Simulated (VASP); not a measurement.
Crystal: W.

```xyz
1
Lattice="-1.5800 1.5800 1.5800 1.5800 -1.5800 1.5800 1.5800 1.5800 -1.5800" Properties=species:S:1:pos:R:3 pbc="T T T"
W     0.0000    0.0000    0.0000
```

- Program: VASP 6.6.1
- Task: relaxation of cell and atoms
- Functional: PBE
- Potentials or basis: VASP PAW PBE potentials, release 64 (W_sv)
- Cutoff: 600 eV
- k mesh: 18 × 18 × 18
- Occupations: gaussian, width 0.1 eV
- Spin: no spin polarisation

At the start: pressure 7.8 GPa; volume 15.78 Å³/atom.

Problem. Where does the relaxation end?

Solution. Over 4 steps the energy falls by 9.1 meV/atom and the volume is 16.16 Å³/atom (+2.4 %); space group Im-3m (No. 229, to 0.05 Å).

Step by step:
```
step  energy change (eV)  largest force (eV/Å)  pressure (GPa)  volume (Å³)
   1              0.0000                0.0000            7.78        15.78
   2              0.0947                0.0000          -21.54        17.59
   3             -0.0091                0.0000           -0.26        16.18
   4             -0.0091                0.0000           -0.02        16.16
```

Final structure:
```cif
data_structure
_symmetry_space_group_name_H-M 'P 1'
_symmetry_Int_Tables_number 1
_cell_length_a 2.7588
_cell_length_b 2.7588
_cell_length_c 2.7588
_cell_angle_alpha 109.471
_cell_angle_beta 109.471
_cell_angle_gamma 109.471
_cell_volume 16.16
loop_
_atom_site_label
_atom_site_type_symbol
_atom_site_fract_x
_atom_site_fract_y
_atom_site_fract_z
_atom_site_occupancy
W1 W 0.00000 0.00000 0.00000 1
```
